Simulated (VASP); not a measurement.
# ScAl (Pm-3m) in VASP: notebook

The runs below take ScAl through single point, with r2SCAN.

Everything below comes from runs of VASP 6.6.1. Logs are shortened: lines on timing, memory, paths and dates and some standing lists are left out, and cuts for length are marked.

### Step 1. The cell of the first run

The structure is cubic, space group Pm-3m (No. 221). Conventional cell: a = 3.370 Å, b = 3.370 Å, c = 3.370 Å, α = 90.00°, β = 90.00°, γ = 90.00°. Within 3.8 Å of Sc (site symmetry m-3m) lie 8 Al at 2.92 Å and 6 Sc at 3.37 Å. Al (site symmetry m-3m) has 8 Sc at 2.92 Å and 6 Al at 3.37 Å within 3.8 Å.

### Step 2. Single point, r2SCAN

POSCAR reads:

```
ScAl
1.0
    3.3703489700      0.0000000000      0.0000000000
    0.0000000000      3.3703489700      0.0000000000
    0.0000000000      0.0000000000      3.3703489700
Sc Al
1 1
Direct
    0.5000000000      0.5000000000      0.5000000000
    0.0000000000      0.0000000000      0.0000000000
```

INCAR.step1 reads:

```
SYSTEM = ScAl
ALGO = Normal
EDIFF = 1E-4
ENCUT = 520
GGA = PE
ISMEAR = 0
LASPH = .True.
LCHARG = .False.
LREAL = .False.
LWAVE = .True.
NBANDS = 14
NELM = 60
PREC = Accurate
SIGMA = 0.02
```

INCAR.step2 reads:

```
SYSTEM = ScAl
ALGO = Normal
EDIFF = 1E-6
ENCUT = 520
ISIF = 2
ISMEAR = 0
ISTART = 1
LASPH = .True.
LCHARG = .False.
LMIXTAU = .True.
LREAL = .False.
LWAVE = .False.
METAGGA = R2SCAN
NBANDS = 14
NELM = 60
PREC = Accurate
SIGMA = 0.02
```

KPOINTS reads:

```
k-points
0
Gamma
  12 12 12
  0 0 0
```

Potentials or basis: VASP PAW PBE potentials, release 64 (Sc_sv, Al).

Command:

```bash
cat potpaw_PBE.64/Sc_sv/POTCAR potpaw_PBE.64/Al/POTCAR > POTCAR
cp INCAR.step1 INCAR
mpirun -np 1 vasp_std > vasp.out
cp INCAR.step2 INCAR
mpirun -np 1 vasp_std > vasp.out
```

OUTCAR:

```text
SYSTEM = ScAl
   EDIFF = 1E-6
   ENCUT = 520
   ISIF = 2
   ISMEAR = 0
   ISTART = 1
   LASPH = .True.
   LREAL = .False.
   METAGGA = R2SCAN
   NELM = 60
   PREC = Accurate

 ion  position               nearest neighbor table
   1  0.500  0.500  0.500-   2 2.92   2 2.92   2 2.92   2 2.92   2 2.92   2 2.92   2 2.92   2 2.92

   2  0.000  0.000  0.000-   1 2.92   1 2.92   1 2.92   1 2.92   1 2.92   1 2.92   1 2.92   1 2.92

  LATTYP: Found a simple cubic cell.
 ALAT       =     3.3703489700

  Lattice vectors:

 A1 = (   3.3703489700,   0.0000000000,   0.0000000000)
 A2 = (   0.0000000000,   3.3703489700,   0.0000000000)
 A3 = (   0.0000000000,   0.0000000000,   3.3703489700)

Analysis of symmetry for initial positions (statically):
=====================================================================
 Subroutine PRICEL returns:
 Original cell was already a primitive cell.

 Routine SETGRP: Setting up the symmetry group for a
 simple cubic supercell.

 Subroutine GETGRP returns: Found 48 space group operations
 (whereof 48 operations were pure point group operations)
 out of a pool of 48 trial point group operations.

The static configuration has the point symmetry O_h .

Analysis of symmetry for dynamics (positions and initial velocities):
=====================================================================
 Subroutine PRICEL returns:
 Original cell was already a primitive cell.

 Routine SETGRP: Setting up the symmetry group for a
 simple cubic supercell.

 Subroutine GETGRP returns: Found 48 space group operations
 (whereof 48 operations were pure point group operations)
 out of a pool of 48 trial point group operations.

The dynamic configuration has the point symmetry O_h .

 Subroutine INISYM returns: Found 48 space group operations
 (whereof 48 operations are pure point group operations),
 and found     1 'primitive' translations

----------------------------------------------------------------------------------------

                                     Primitive cell

  volume of cell :      38.2846

  direct lattice vectors                    reciprocal lattice vectors
     3.370348970  0.000000000  0.000000000     0.296705181  0.000000000  0.000000000
     0.000000000  3.370348970  0.000000000     0.000000000  0.296705181  0.000000000
     0.000000000  0.000000000  3.370348970     0.000000000  0.000000000  0.296705181

  length of vectors
     3.370348970  3.370348970  3.370348970     0.296705181  0.296705181  0.296705181

  position of ions in fractional coordinates (direct lattice)
     0.500000000  0.500000000  0.500000000
     0.000000000  0.000000000  0.000000000

  ion indices of the primitive-cell ions
   primitive index   ion index
                 1           1
                 2           2

----------------------------------------------------------------------------------------

 KPOINTS: k-points

Automatic generation of k-mesh.
 Grid dimensions read from file:
 generate k-points for:   12   12   12

 Generating k-lattice:

  Cartesian coordinates                     Fractional coordinates (reciprocal lattice)
     0.024725432  0.000000000  0.000000000     0.083333333  0.000000000  0.000000000
     0.000000000  0.024725432  0.000000000     0.000000000  0.083333333  0.000000000
     0.000000000  0.000000000  0.024725432     0.000000000  0.000000000  0.083333333

  Length of vectors
     0.024725432  0.024725432  0.024725432

  Shift w.r.t. Gamma in fractional coordinates (k-lattice)
     0.000000000  0.000000000  0.000000000

 Subroutine IBZKPT returns following result:
 ===========================================

 Found     84 irreducible k-points:

 Following reciprocal coordinates:
            Coordinates               Weight
  0.000000  0.000000  0.000000      1.000000
  0.083333  0.000000  0.000000      6.000000
  0.166667  0.000000  0.000000      6.000000
  0.250000  0.000000  0.000000      6.000000
  0.333333  0.000000  0.000000      6.000000
  0.416667  0.000000  0.000000      6.000000
[... 16 lines left out ...]
  0.333333  0.333333  0.000000     12.000000
  0.416667  0.333333  0.000000     24.000000
 [... further k-points ...]
   k-points           NKPTS =     84   k-points in BZ     NKDIM =     84   number of bands    NBANDS=     14
   number of dos      NEDOS =    301   number of ions     NIONS =      2
   total plane-waves  NPLWV =  21952
   dimension x,y,z NGX =    28 NGY =   28 NGZ =   28
   dimension x,y,z NGXF=    56 NGYF=   56 NGZF=   56
   ions per type =               1   1
   NGX,Y,Z   is equivalent  to a cutoff of  13.81, 13.81, 13.81 a.u.
   NGXF,Y,Z  is equivalent  to a cutoff of  27.62, 27.62, 27.62 a.u.
 SYSTEM =  ScAl
   PREC   = accura    normal or accurate (medium, high low for compatibility)
   ISTART =      1    job   : 0-new  1-cont  2-samecut
   ICHARG =      0    charge: 1-file 2-atom 10-const
   ISPIN  =      1    spin polarized calculation?
   LNONCOLLINEAR =      F non collinear calculations
   LSORBIT =      F    spin-orbit coupling
   LASPH  =      T    aspherical Exc in radial PAW
   ENCUT  =  520.0 eV  38.22 Ry    6.18 a.u.   6.27  6.27  6.27*2*pi/ulx,y,z
   NELM   =     60;   NELMIN=  2; NELMDL=  0     # of ELM steps
   EDIFF  = 0.1E-05   stopping-criterion for ELM
   LREAL  =      F    real-space projection
   EDIFFG = 0.1E-04   stopping-criterion for IOM
   NSW    =      0    number of steps for IOM
   IBRION =     -1    ionic relax: 0-MD 1-quasi-New 2-CG
   NFREE  =      0    steps in history (QN), initial steepest desc. (CG)
   ISIF   =      2    stress and relaxation
   ISYM   =      2    0-nonsym 1-usesym 2-fastsym
   POTIM  = 0.5000    time-step for ionic-motion
   TEBEG  =    0.0;   TEEND  =   0.0 temperature during run
   PSTRESS=    0.0 pullay stress
   NELECT =      14.0000    total number of electrons
   NUPDOWN=      -1.0000    fix difference up-down
   EMIN   =  10.00;   EMAX   =-10.00  energy-range for DOS
   EFERMI =   0.00;   METHOD = LEGACY
   ISMEAR =     0;   SIGMA  =   0.02  broadening in eV -4-tet -1-fermi 0-gaus
   EFERMI_NEDOS =   21; number of points for ismear=-14 and -15
   IALGO  =     38    algorithm
   IMIX   =      4    mixing-type and parameters
     AMIX     =   0.40;   BMIX     =  1.00
     AMIX_MAG =   1.60;   BMIX_MAG =  1.00
  volume/ion in A,a.u.               =      19.14       129.18
  Fermi-wavevector in a.u.,A,eV,Ry     =   1.170692  2.212287 18.647052  1.370520
  Thomas-Fermi vector in A             =   2.307147
   LORBIT       =      0    0 simple, 1 ext, 2 COOP (PROOUT), +10 PAW based schemes
   METAGGA = R2SCAN    functional components
   LHFCALC =     F    Hartree Fock is set to
   AEXX    =    0.0000 exact exchange contribution
   IVDW    =     0    specifies the selected vdW correction
   LEPSILON=     F    determine dielectric tensor
   LRPA    =     F    only Hartree local field effects (RPA)
 non-spin polarized calculation
 Gauss-broadening in eV      SIGMA  =   0.02
  energy-cutoff  :      520.00
  volume of cell :       38.28
 maximum number of plane-waves:      1064
 NGX is ok and might be reduce to    28
   NGX = 13   NGY = 13   NGZ = 13

 number of electron      14.0000002 magnetization

 Free energy of the ion-electron system (eV)
  ---------------------------------------------------
  ext. energy  EPLUGINS =         0.00000000
  ---------------------------------------------------
  free energy    TOTEN  =       -19.06014825 eV

  energy without entropy =      -19.05992956  energy(sigma->0) =      -19.06003890

 E-fermi :   6.1022     XC(G=0): -11.0281

 val. band max:        6.1006081421   @ k =   0.5000   0.4167   0.1667
 cond. band min:       6.1640910926   @ k =   0.3333   0.0000   0.0000
 fundamental gap:      0.0634829505
 Fermi energy:         6.1021968469

 k-point     1 :       0.0000    0.0000    0.0000
  band No.  band energies     occupation
      1     -45.4579      2.00000
      2     -23.0694      2.00000
      3     -23.0694      2.00000
      4     -23.0694      2.00000
      5      -2.8955      2.00000
      6       5.4394      2.00000
      7       5.4394      2.00000
      8       9.0970      0.00000
      9       9.0970      0.00000
     10       9.0970      0.00000
     11      10.0177      0.00000
     12      10.0177      0.00000
     13      10.0177      0.00000
     14      15.0229      0.00000

 k-point     2 :       0.0833    0.0000    0.0000
  band No.  band energies     occupation
      1     -45.4569      2.00000
      2     -23.0823      2.00000
      3     -23.0683      2.00000
      4     -23.0683      2.00000
      5      -2.7906      2.00000
      6       5.3176      2.00000
      7       5.4948      2.00000
      8       8.7286      0.00000
      9       8.7286      0.00000
     10       9.1125      0.00000
     11       9.7459      0.00000
     12      10.4558      0.00000
     13      10.4558      0.00000
     14      14.8416      0.00000

 k-point     3 :       0.1667    0.0000    0.0000
  band No.  band energies     occupation
      1     -45.4541      2.00000
      2     -23.1171      2.00000
      3     -23.0652      2.00000
      4     -23.0652      2.00000
      5      -2.4803      2.00000
      6       4.8703      2.00000
      7       5.6538      2.00000
      8       8.1812      0.00000
      9       8.1812      0.00000
     10       9.1552      0.00000
     11       9.3683      0.00000
     12      11.2189      0.00000
     13      11.2189      0.00000
     14      14.3480      0.00000
[... 324 lines left out ...]
 k-point    23 :       0.3333    0.3333    0.0000
  band No.  band energies     occupation
      1     -45.4351      2.00000
      2     -23.1942      2.00000
      3     -23.1891      2.00000
      4     -23.0441      2.00000
      5      -0.0382      2.00000
      6       3.7953      2.00000
      7       4.2770      2.00000
      8       6.7300      0.00000
      9       7.7105      0.00000
     10       8.1333      0.00000
     11       9.9405      0.00000
     12      11.1285      0.00000
     13      12.9365      0.00000
     14      13.9759      0.00000

 k-point    24 :       0.4167    0.3333    0.0000
  band No.  band energies     occupation
      1     -45.4323      2.00000
      2     -23.2242      2.00000
      3     -23.1868      2.00000
      4     -23.0411      2.00000
      5       0.5016      2.00000
      6       3.1810      2.00000
      7       4.5394      2.00000
      8       6.4235      0.00000
      9       7.6530      0.00000
     10       8.1102      0.00000
     11      10.0016      0.00000
     12      11.3854      0.00000
     13      12.3305      0.00000
     14      13.9543      0.00000

 [... further k-points ...]

------------------------ aborting loop because EDIFF is reached ----------------------------------------

  FORCE on cell =-STRESS in cart. coord.  units (eV):
  Direction    XX          YY          ZZ          XY          YZ          ZX
  --------------------------------------------------------------------------------------
  -------------------------------------------------------------------------------------
  Total        0.0321193      0.0321193      0.0321193     -0.0000000     -0.0000000      0.0000000
  in kB        1.3441625      1.3441625      1.3441625     -0.0000000     -0.0000000      0.0000000
  external PRESSURE =       1.3441625 kB  Pullay stress =       0.0000000 kB

 VOLUME and BASIS-vectors are now :
 -----------------------------------------------------------------------------
  energy-cutoff  :      520.00
  volume of cell :       38.28
      direct lattice vectors                 reciprocal lattice vectors
     3.370348970  0.000000000  0.000000000     0.296705181  0.000000000  0.000000000
     0.000000000  3.370348970  0.000000000     0.000000000  0.296705181  0.000000000
     0.000000000  0.000000000  3.370348970     0.000000000  0.000000000  0.296705181

 POSITION                                       TOTAL-FORCE (eV/Angst)
 -----------------------------------------------------------------------------------
      1.68517      1.68517      1.68517         0.000000      0.000000      0.000000
      0.00000      0.00000      0.00000         0.000000      0.000000      0.000000
 -----------------------------------------------------------------------------------
    total drift:                                0.000000      0.000000      0.000000

  FREE ENERGIE OF THE ION-ELECTRON SYSTEM (eV)
  ---------------------------------------------------
  free  energy   TOTEN  =       -19.0601482488 eV

  energy  without entropy=      -19.0599295609  energy(sigma->0) =      -19.06003890
```

Run time: 97 s. Hardware: 1 thread of Intel Xeon 6975P-C (Granite Rapids), shared host; peak memory 0.19 GiB.

What came out:

* Free energy: -19.0601 eV
* Pressure: 0.1 GPa
* Band gap on the k mesh: zero (bands 7 and 8 overlap by 1.27 eV)

Levels at points of the mesh, in eV from the Fermi level:
| k point | band 5 | band 6 | band 7 | band 8 | band 9 | band 10 |
| --- | --- | --- | --- | --- | --- | --- |
| (0.00, 0.00, 0.00) | -9.00 | -0.66 | -0.66 | 2.99 | 2.99 | 2.99 |
| (0.50, 0.00, 0.00) | -6.05 | -4.88 | 0.38 | 0.93 | 0.93 | 3.24 |
| (0.50, 0.50, 0.00) | -4.92 | -2.11 | -2.11 | -0.83 | 1.74 | 1.74 |
| (0.50, 0.50, 0.50) | -2.71 | -2.71 | -2.71 | -0.26 | 2.95 | 2.95 |

Caveat: the PAW data sets were made with another functional, which shifts forces and pressure a little.

### Step 3. Single point, r2SCAN

POSCAR is that of step 2.

INCAR.step1 reads:

```
SYSTEM = ScAl
  PREC = Accurate
  ENCUT = 520
  ISMEAR = 0
  SIGMA = 0.05
  LREAL = .False.
  LASPH = .True.
  NELM = 100
  NBANDS = 14
  GGA = PE
  ALGO = Normal
  EDIFF = 1E-4
  LWAVE = .True.
  LCHARG = .False.
```

INCAR.step2 reads:

```
SYSTEM = ScAl
  PREC = Accurate
  ENCUT = 520
  EDIFF = 1E-6
  ISMEAR = 0
  SIGMA = 0.05
  LREAL = .False.
  LASPH = .True.
  NELM = 100
  ALGO = Normal
  ISIF = 2
  LWAVE = .False.
  LCHARG = .False.
  METAGGA = R2SCAN
  LMIXTAU = .True.
  NBANDS = 14
  ISTART = 1
```

KPOINTS reads:

```
Automatic mesh
0
Gamma
  12 12 12
  0 0 0
```

Potentials or basis: VASP PAW PBE potentials, release 64 (Sc_sv, Al).

Command:

```bash
cat potpaw_PBE.64/Sc_sv/POTCAR potpaw_PBE.64/Al/POTCAR > POTCAR
cp INCAR.step1 INCAR
mpirun -np 1 vasp_std > vasp.out
cp INCAR.step2 INCAR
mpirun -np 1 vasp_std > vasp.out
```

It took 90 s on 1 thread of Intel Xeon 6975P-C (Granite Rapids), shared host; peak memory 0.19 GiB.

Results (log left out):

```yaml
Free_energy: -19.0606 eV
Pressure: 0.1 GPa
Band_gap_on_the_k_mesh: zero (bands 7 and 8 overlap by 1.27 eV)
```

Levels at points of the mesh, in eV from the Fermi level:
| k point | band 4 | band 5 | band 6 | band 7 | band 8 | band 9 | band 10 | band 11 |
| --- | --- | --- | --- | --- | --- | --- | --- | --- |
| (0.00, 0.00, 0.00) | -29.19 | -9.01 | -0.68 | -0.68 | 2.98 | 2.98 | 2.98 | 3.90 |
| (0.50, 0.00, 0.00) | -29.17 | -6.07 | -4.89 | 0.37 | 0.92 | 0.92 | 3.22 | 4.08 |
| (0.50, 0.50, 0.00) | -29.15 | -4.94 | -2.13 | -2.13 | -0.84 | 1.72 | 1.72 | 3.95 |
| (0.50, 0.50, 0.50) | -29.32 | -2.72 | -2.72 | -2.72 | -0.28 | 2.93 | 2.93 | 2.93 |

Caveat: the PAW data sets were made with another functional, which shifts forces and pressure a little.

[end of part 1 of 2]
